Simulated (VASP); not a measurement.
# Au (R-3m) in VASP: further runs, part 2 of 3

VASP 6.6.1. The steps go on from the part before.

## (4) Single point, PBEsol

This run uses another cell than the first one, of the same volume but with other edges.

The input, INCAR:

```
  PREC = Accurate
  ENCUT = 520
  EDIFF = 1E-6
  ISMEAR = 0
  SIGMA = 0.15
  LREAL = F
  LASPH = T
  NELM = 60
  ALGO = Fast
  ISIF = 2
  LWAVE = F
  LCHARG = F
  GGA = PS
  NBANDS = 12
```

The input, KPOINTS:

```
Automatic mesh
0
Gamma
  22 22 22
```

The input, POSCAR:

```
Au
1.0
   -1.4555798493      1.6635198278      1.6635198278
    1.6635198278     -1.4555798493      1.6635198278
    1.6635198278      1.6635198278     -1.4555798493
Au
1
Direct
    0.0000000000      0.0000000000      0.0000000000
```

Potentials or basis: VASP PAW PBE potentials, release 64 (Au).

On the command line:

```bash
$ cat potpaw_PBE.64/Au/POTCAR > POTCAR
$ mpirun -np 1 vasp_std > vasp.out
```

OUTCAR:

```text
PREC = Accurate
   ENCUT = 520
   EDIFF = 1E-6
   ISMEAR = 0
   LREAL = F
   LASPH = T
   NELM = 60
   ISIF = 2
   GGA = PS

 ion  position               nearest neighbor table
   1  0.000  0.000  0.000-

  LATTYP: Found a trigonal (rhomboedric) cell.
 ALAT       =     2.7664614822
 COS(alpha) =    -0.2711864407

  Lattice vectors:

 A1 = (  -1.4555798493,   1.6635198278,   1.6635198278)
 A2 = (   1.6635198278,  -1.4555798493,   1.6635198278)
 A3 = (   1.6635198278,   1.6635198278,  -1.4555798493)

Analysis of symmetry for initial positions (statically):
=====================================================================
 Subroutine PRICEL returns:
 Original cell was already a primitive cell.

 Routine SETGRP: Setting up the symmetry group for a
 trigonal (rhombohedral) supercell.

 Subroutine GETGRP returns: Found 12 space group operations
 (whereof 12 operations were pure point group operations)
 out of a pool of 12 trial point group operations.

The static configuration has the point symmetry D_3d.

Analysis of symmetry for dynamics (positions and initial velocities):
=====================================================================
 Subroutine PRICEL returns:
 Original cell was already a primitive cell.

 Routine SETGRP: Setting up the symmetry group for a
 trigonal (rhombohedral) supercell.

 Subroutine GETGRP returns: Found 12 space group operations
 (whereof 12 operations were pure point group operations)
 out of a pool of 12 trial point group operations.

The dynamic configuration has the point symmetry D_3d.

 Subroutine INISYM returns: Found 12 space group operations
 (whereof 12 operations are pure point group operations),
 and found     1 'primitive' translations

----------------------------------------------------------------------------------------

                                     Primitive cell

  volume of cell :      18.2070

  direct lattice vectors                    reciprocal lattice vectors
    -1.455579849  1.663519828  1.663519828    -0.035622815  0.284982521  0.284982521
     1.663519828 -1.455579849  1.663519828     0.284982521 -0.035622815  0.284982521
     1.663519828  1.663519828 -1.455579849     0.284982521  0.284982521 -0.035622815

  length of vectors
     2.766461482  2.766461482  2.766461482     0.404597404  0.404597404  0.404597404

  position of ions in fractional coordinates (direct lattice)
     0.000000000  0.000000000  0.000000000

  ion indices of the primitive-cell ions
   primitive index   ion index
                 1           1

----------------------------------------------------------------------------------------

 KPOINTS: Automatic mesh

Automatic generation of k-mesh.
 Grid dimensions read from file:
 generate k-points for:   22   22   22

 Generating k-lattice:

  Cartesian coordinates                     Fractional coordinates (reciprocal lattice)
    -0.001619219  0.012953751  0.012953751     0.045454545  0.000000000  0.000000000
     0.012953751 -0.001619219  0.012953751     0.000000000  0.045454545  0.000000000
     0.012953751  0.012953751 -0.001619219     0.000000000  0.000000000  0.045454545

  Length of vectors
     0.018390791  0.018390791  0.018390791

  Shift w.r.t. Gamma in fractional coordinates (k-lattice)
     0.000000000  0.000000000  0.000000000

 Subroutine IBZKPT returns following result:
 ===========================================

 Found   1024 irreducible k-points:

 Following reciprocal coordinates:
            Coordinates               Weight
  0.000000  0.000000  0.000000      1.000000
  0.045455 -0.000000 -0.000000      6.000000
  0.090909 -0.000000 -0.000000      6.000000
  0.136364  0.000000  0.000000      6.000000
  0.181818  0.000000  0.000000      6.000000
  0.227273 -0.000000 -0.000000      6.000000
[... 16 lines left out ...]
  0.500000  0.045455  0.000000     12.000000
 -0.454545  0.045455  0.000000     12.000000
 [... further k-points ...]
   k-points           NKPTS =   1024   k-points in BZ     NKDIM =   1024   number of bands    NBANDS=     12
   number of dos      NEDOS =    301   number of ions     NIONS =      1
   total plane-waves  NPLWV =  13824
   dimension x,y,z NGX =    24 NGY =   24 NGZ =   24
   dimension x,y,z NGXF=    48 NGYF=   48 NGZF=   48
   ions per type =               1
   NGX,Y,Z   is equivalent  to a cutoff of  14.42, 14.42, 14.42 a.u.
   NGXF,Y,Z  is equivalent  to a cutoff of  28.84, 28.84, 28.84 a.u.
 SYSTEM =  unknown system
   PREC   = accura    normal or accurate (medium, high low for compatibility)
   ISTART =      0    job   : 0-new  1-cont  2-samecut
   ICHARG =      2    charge: 1-file 2-atom 10-const
   ISPIN  =      1    spin polarized calculation?
   LNONCOLLINEAR =      F non collinear calculations
   LSORBIT =      F    spin-orbit coupling
   LASPH  =      T    aspherical Exc in radial PAW
   ENCUT  =  520.0 eV  38.22 Ry    6.18 a.u.   5.14  5.14  5.14*2*pi/ulx,y,z
   NELM   =     60;   NELMIN=  2; NELMDL= -5     # of ELM steps
   EDIFF  = 0.1E-05   stopping-criterion for ELM
   LREAL  =      F    real-space projection
   EDIFFG = 0.1E-04   stopping-criterion for IOM
   NSW    =      0    number of steps for IOM
   IBRION =     -1    ionic relax: 0-MD 1-quasi-New 2-CG
   NFREE  =      0    steps in history (QN), initial steepest desc. (CG)
   ISIF   =      2    stress and relaxation
   ISYM   =      2    0-nonsym 1-usesym 2-fastsym
   POTIM  = 0.5000    time-step for ionic-motion
   TEBEG  =    0.0;   TEEND  =   0.0 temperature during run
   PSTRESS=    0.0 pullay stress
   NELECT =      11.0000    total number of electrons
   NUPDOWN=      -1.0000    fix difference up-down
   EMIN   =  10.00;   EMAX   =-10.00  energy-range for DOS
   EFERMI =   0.00;   METHOD = LEGACY
   ISMEAR =     0;   SIGMA  =   0.15  broadening in eV -4-tet -1-fermi 0-gaus
   EFERMI_NEDOS =   21; number of points for ismear=-14 and -15
   IALGO  =     68    algorithm
   IMIX   =      4    mixing-type and parameters
     AMIX     =   0.40;   BMIX     =  1.00
     AMIX_MAG =   1.60;   BMIX_MAG =  1.00
  volume/ion in A,a.u.               =      18.21       122.87
  Fermi-wavevector in a.u.,A,eV,Ry     =   1.383968  2.615320 26.060157  1.915367
  Thomas-Fermi vector in A             =   2.508516
   LORBIT       =      0    0 simple, 1 ext, 2 COOP (PROOUT), +10 PAW based schemes
   GGA     = PS    functional components
   LHFCALC =     F    Hartree Fock is set to
   AEXX    =    0.0000 exact exchange contribution
   IVDW    =     0    specifies the selected vdW correction
   LEPSILON=     F    determine dielectric tensor
   LRPA    =     F    only Hartree local field effects (RPA)
 non-spin polarized calculation
 RMM-DIIS sequential band-by-band and
 Gauss-broadening in eV      SIGMA  =   0.15
  energy-cutoff  :      520.00
  volume of cell :       18.21
 maximum number of plane-waves:       505
 NGX is ok and might be reduce to    24

 number of electron      11.0000001 magnetization

 Free energy of the ion-electron system (eV)
  ---------------------------------------------------
  ext. energy  EPLUGINS =         0.00000000
  ---------------------------------------------------
  free energy    TOTEN  =        -3.81063545 eV

  energy without entropy =       -3.80637445  energy(sigma->0) =       -3.80850495

 E-fermi :   8.0834     XC(G=0): -12.4724

 val. band max:        8.0812930585   @ k =  -0.2727  -0.3636   0.2273
 cond. band min:       8.0864355852   @ k =  -0.4545   0.2727   0.1364
 fundamental gap:      0.0051425266
 Fermi energy:         8.0833503776

 k-point     1 :       0.0000    0.0000    0.0000
  band No.  band energies     occupation
      1      -1.0300      2.00000
      2       2.8884      2.00000
      3       2.8884      2.00000
      4       4.8497      2.00000
      5       5.7056      2.00000
      6       5.7056      2.00000
      7      23.4041      0.00000
      8      23.4041      0.00000
      9      26.8574      0.00000
     10      27.8975      0.00000
     11      32.1276      0.00000
     12      32.1276      0.00000
[... 331 lines left out ...]
 k-point    24 :      -0.4545    0.0455    0.0000
  band No.  band energies     occupation
      1       1.3741      2.00000
      2       2.4189      2.00000
      3       5.3474      2.00000
      4       5.6844      2.00000
      5       5.9417      2.00000
      6       7.1619      2.00000
      7      11.6027      0.00000
      8      21.5442      0.00000
      9      22.9947      0.00000
     10      29.5481      0.00000
     11      29.9472      0.00000
     12      33.3303      0.00000

 [... further k-points ...]

------------------------ aborting loop because EDIFF is reached ----------------------------------------

  FORCE on cell =-STRESS in cart. coord.  units (eV):
  Direction    XX          YY          ZZ          XY          YZ          ZX
  --------------------------------------------------------------------------------------
  -------------------------------------------------------------------------------------
  Total       -0.5603813     -0.5603813     -0.5603813     -0.2150279     -0.2150279     -0.2150279
  in kB      -49.3122904    -49.3122904    -49.3122904    -18.9219674    -18.9219674    -18.9219674
  external PRESSURE =     -49.3122904 kB  Pullay stress =       0.0000000 kB

 VOLUME and BASIS-vectors are now :
 -----------------------------------------------------------------------------
  energy-cutoff  :      520.00
  volume of cell :       18.21
      direct lattice vectors                 reciprocal lattice vectors
    -1.455579849  1.663519828  1.663519828    -0.035622815  0.284982521  0.284982521
     1.663519828 -1.455579849  1.663519828     0.284982521 -0.035622815  0.284982521
     1.663519828  1.663519828 -1.455579849     0.284982521  0.284982521 -0.035622815

 POSITION                                       TOTAL-FORCE (eV/Angst)
 -----------------------------------------------------------------------------------
      0.00000      0.00000      0.00000         0.000000      0.000000     -0.000000
 -----------------------------------------------------------------------------------
    total drift:                                0.000000      0.000000      0.000000

  FREE ENERGIE OF THE ION-ELECTRON SYSTEM (eV)
  ---------------------------------------------------
  free  energy   TOTEN  =        -3.8106354464 eV

  energy  without entropy=       -3.8063744510  energy(sigma->0) =       -3.80850495
```

OSZICAR:

```text
N       E                     dE             d eps       ncg     rms          rms(c)
DAV:   1     0.484240738778E+02    0.48424E+02   -0.55399E+03 25544   0.810E+02
DAV:   2    -0.346884409466E+01   -0.51893E+02   -0.48965E+02 28800   0.184E+02
DAV:   3    -0.415744939075E+01   -0.68861E+00   -0.68789E+00 29364   0.205E+01
DAV:   4    -0.415984476061E+01   -0.23954E-02   -0.23953E-02 28344   0.139E+00
DAV:   5    -0.415986330088E+01   -0.18540E-04   -0.18541E-04 29688   0.118E-01    0.796E+00
RMM:   6    -0.383081966637E+01    0.32904E+00   -0.41171E-01 24649   0.525E+00    0.509E+00
RMM:   7    -0.381344971591E+01    0.17370E-01   -0.32894E-02 26441   0.169E+00    0.275E+00
RMM:   8    -0.381068562919E+01    0.27641E-02   -0.32650E-03 27488   0.507E-01    0.381E-01
RMM:   9    -0.381063110660E+01    0.54523E-04   -0.50045E-04 28626   0.186E-01    0.913E-02
RMM:  10    -0.381063546302E+01   -0.43564E-05   -0.76440E-05 28674   0.656E-02    0.620E-02
RMM:  11    -0.381063541548E+01    0.47536E-07   -0.13458E-05 27274   0.246E-02    0.139E-02
RMM:  12    -0.381063544641E+01   -0.30929E-07   -0.22111E-06 22580   0.962E-03
   1 F= -.38106354E+01 E0= -.38085049E+01  d E =-.426100E-02
```

stdout:

```text
POSCAR found type information on POSCAR Au
 POSCAR found :  1 types and       1 ions
 scaLAPACK will be used
 -----------------------------------------------------------------------------
|                                                                             |
|                                                                             |
|     You enforced a specific xc type in the INCAR file but a different       |
|     I HOPE YOU KNOW WHAT YOU ARE DOING!                                     |
|                                                                             |
 -----------------------------------------------------------------------------

 LDA part: xc-table for (Slater+PW92), standard interpolation
 POSCAR, INCAR and KPOINTS ok, starting setup
 FFT: planning ... GRIDC
 FFT: planning ... GRID_SOFT
 FFT: planning ... GRID
 WAVECAR not read
 entering main loop
```

Run time: 4.3 min. Hardware: 1 thread of Intel Xeon 8259CL, shared host; peak memory 0.33 GiB.

Results:

```yaml
Free_energy: -3.8106 eV
Pressure: -4.9 GPa
Band_gap_on_the_k_mesh: zero (an odd number of electrons rules out a gap without spin polarisation)
```

Caveat: the cell stands under tension; the PAW data sets were made with another functional, which shifts forces and pressure a little; spin-orbit coupling is left out, which moves the levels of the heavy elements.

[end of part 2 of 3]
